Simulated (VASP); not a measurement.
Write the native input for VASP 6.6.1 that does the following.

- Task: relaxation of cell and atoms
- Functional: PBEsol
- Potentials or basis: VASP PAW PBE potentials, release 64 (Ga_d, Sb)
- Cutoff: 600 eV
- k mesh: 14 × 14 × 14
- Occupations: fermi-dirac, width 0.1 eV
- Spin: no spin polarisation
- Target pressure: 7 GPa
- Dipole correction: no
- Further INCAR settings: ALGO = Normal; EDIFF = 1e-07; IBRION = 2; EDIFFG = -0.002; NSW = 100; ISIF = 3

The structure of GaSb lies in POSCAR:

```
GaSb
1.0
    0.0000000000      3.0558091531      3.0558091531
    3.0558091531      0.0000000000      3.0558091531
    3.0558091531      3.0558091531      0.0000000000
Ga Sb
1 1
Direct
    0.0000000000      0.0000000000      0.0000000000
    0.7500000000      0.7500000000      0.7500000000
```

The input as run:

INCAR

```
PREC = Accurate
ENCUT = 600
EDIFF = 1E-7
ISMEAR = -1
SIGMA = 0.1
LREAL = False
LASPH = True
NELM = 60
ALGO = Normal
ISIF = 3
LWAVE = False
LCHARG = False
GGA = PS
IBRION = 2
NSW = 100
EDIFFG = -0.002
PSTRESS = 70.0
```

KPOINTS

```
Automatic mesh
0
Gamma
  14 14 14
```

Potentials or basis: VASP PAW PBE potentials, release 64 (Ga_d, Sb).

Command:

```sh
$ cat potpaw_PBE.64/Ga_d/POTCAR potpaw_PBE.64/Sb/POTCAR > POTCAR
$ mpirun -np 1 vasp_std > vasp.out
```

Results of the run:

- Relaxed volume: 25.72 Å³/atom
- Relaxed cell: a = 4.174 Å, b = 4.174 Å, c = 4.174 Å, α = 60.00°, β = 60.00°, γ = 60.00°
- Space group after relaxing (to 0.1 Å): F-43m (No. 216)
- Energy change on relaxing (the run minimises the enthalpy): +56.5 meV/atom
- Ionic steps: 6
- Pressure after relaxing: 7.0 GPa
- Band gap on the k mesh: 0.58 eV (least direct gap 0.78 eV)

Caveat: the cell is relaxed towards a set pressure, so the run minimises the enthalpy, not the energy; the PAW data sets were made with another functional, which shifts forces and pressure a little; spin-orbit coupling is left out, which moves the levels of the heavy elements.

Wall time 5.7 min on 1 thread of Intel(R) Xeon(R) Platinum 8375C CPU @ 2.90GHz (Ice Lake), on a shared host, peak memory 0.29 GiB.
